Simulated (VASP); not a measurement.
A run of VASP 6.6.1 is set up as follows.

INCAR

```
PREC     = Accurate       # precision mode
ENCUT    = 520            # plane-wave cutoff, eV
EDIFF    = 1E-8           # SCF threshold, eV
ISMEAR   = -1             # smearing method
SIGMA    = 0.05           # smearing width, eV
LREAL    = F              # projectors in reciprocal space
LASPH    = T              # aspherical terms in the spheres
NELM     = 60             # most SCF steps
ALGO     = Normal         # electronic algorithm
ISIF     = 2              # what is computed and relaxed
LWAVE    = F              # write WAVECAR
LCHARG   = F              # write CHGCAR
GGA      = PS             # functional
LEFG     = T            
NBANDS   = 19             # bands
```

File KPOINTS:

```
regular mesh
0
Gamma
  14 14 7
```

Contents of POSCAR:

```
Cd
1.0
    2.9283733878      0.0000000000      0.0000000000
   -1.4641866939      2.5360457456      0.0000000000
    0.0000000000      0.0000000000      5.5224171956
Cd
2
Direct
    0.3333333333      0.6666666667      0.2500000000
    0.6666666667      0.3333333333      0.7500000000
```

Potentials or basis: VASP PAW PBE potentials, release 64 (Cd).

Run with:

```bash
$ cat potpaw_PBE.64/Cd/POTCAR > POTCAR
$ mpirun -np 1 vasp_std > vasp.out
```

What does it give for the pressure?

2.2 GPa.

Estimate the band gap on the k mesh.

zero (band 12 reaches 4.52 eV, above the bottom of band 13 at 0.17 eV).

Stress tensor (GPa, compression positive):
```
2.85 0.00 0.00
0.00 2.85 0.00
0.00 0.00 0.85
```

Caveat: without QUAD_EFG the Cq values of the log hold for a quadrupole moment of 1 mb, not for the nuclei; the PAW data sets were made with another functional, which shifts forces and pressure a little.
